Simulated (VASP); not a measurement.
## Pt: single point with r2SCAN+D3(BJ)

The system is Pt.

```
CELL_PARAMETERS angstrom
0.00000 1.96090 1.96090
1.96090 0.00000 1.96090
1.96090 1.96090 0.00000
ATOMIC_POSITIONS crystal
Pt 0.00000 0.00000 0.00000
```

```yaml
Program: VASP 6.6.1
Task: single point
Functional: r2SCAN
Dispersion: D3(BJ)
Potentials_or_basis: VASP PAW PBE potentials, release 64 (Pt)
Cutoff: 520 eV
k_mesh: 10 × 10 × 10
Occupations: fermi-dirac, width 0.1 eV
Spin: no spin polarisation
Dipole_correction: no
Further_INCAR_settings: ALGO = Normal; EDIFF = 1e-06; NBANDS = 11
```

* Pressure: 1.4 GPa
* Band gap on the k mesh: zero (band 5 reaches 11.55 eV, above the bottom of band 6 at 9.19 eV)
* Dispersion energy per atom: -0.368 eV

Levels at points of the mesh, in eV from the Fermi level:
| k point | band 2 | band 3 | band 4 | band 5 | band 6 | band 7 | band 8 | band 9 |
| --- | --- | --- | --- | --- | --- | --- | --- | --- |
| (0.00, 0.00, 0.00) | -3.94 | -3.94 | -3.94 | -1.77 | -1.77 | 15.45 | 20.63 | 20.63 |
| (0.50, 0.00, 0.00) | -4.04 | -4.04 | -0.33 | 0.00 | 0.00 | 6.14 | 15.10 | 19.94 |
| (0.50, 0.50, 0.00) | -6.89 | -0.08 | 0.50 | 0.50 | 1.92 | 9.32 | 12.00 | 12.00 |

Wall time 46 s on 1 thread of AMD EPYC 7R13 Processor (Zen 3), with other jobs on the host, peak memory 0.12 GiB.

Caveat: three body term missing; the PAW data sets were made with another functional, which shifts forces and pressure a little; spin-orbit coupling is left out, which moves the levels of the heavy elements; pairwise dispersion overbinds metals, which lowers pressure and volume.
